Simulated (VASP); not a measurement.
Here is a VASP 6.6.1 calculation.

File INCAR:

```
SYSTEM = BN
ALGO     = Normal         ! electronic algorithm
EDIFF    = 1E-6           ! SCF threshold, eV
ENCUT    = 520            ! plane-wave cutoff, eV
GGA      = PE             ! functional
ISIF     = 2              ! what is computed and relaxed
ISMEAR   = 0              ! smearing method
LASPH    = .True.         ! aspherical terms in the spheres
LCHARG   = .False.        ! write CHGCAR
LREAL    = .False.        ! projectors in reciprocal space
LWAVE    = .False.        ! write WAVECAR
NBANDS   = 16             ! bands
NELM     = 80             ! most SCF steps
PREC     = Accurate       ! precision mode
SIGMA    = 0.01           ! smearing width, eV
```

KPOINTS

```
k-points
0
Gamma
  6 6 4
  0 0 0
```

POSCAR

```
BN
1.0
    2.5008194572      0.0000000000      0.0000000000
   -1.2504097286      2.1657731802      0.0000000000
    0.0000000000      0.0000000000      4.1364929022
B N
2 2
Direct
    0.6666666667      0.3333333333      0.9997950056
    0.3333333333      0.6666666667      0.4997950056
    0.6666666667      0.3333333333      0.6252049944
    0.3333333333      0.6666666667      0.1252049944
```

Potentials or basis: VASP PAW PBE potentials, release 64 (B, N).

Run with:

```console
$ cat potpaw_PBE.64/B/POTCAR potpaw_PBE.64/N/POTCAR > POTCAR
$ mpirun -np 1 vasp_std > vasp.out
```

(1) Estimate the band gap on the k mesh.

(2) What does it give for the largest force?

Results:

(1) 5.10 eV, indirect (least direct gap 8.59 eV).

(2) 0.045 eV/Å.

Caveat: the k points lie up to 0.48 Å⁻¹ apart.
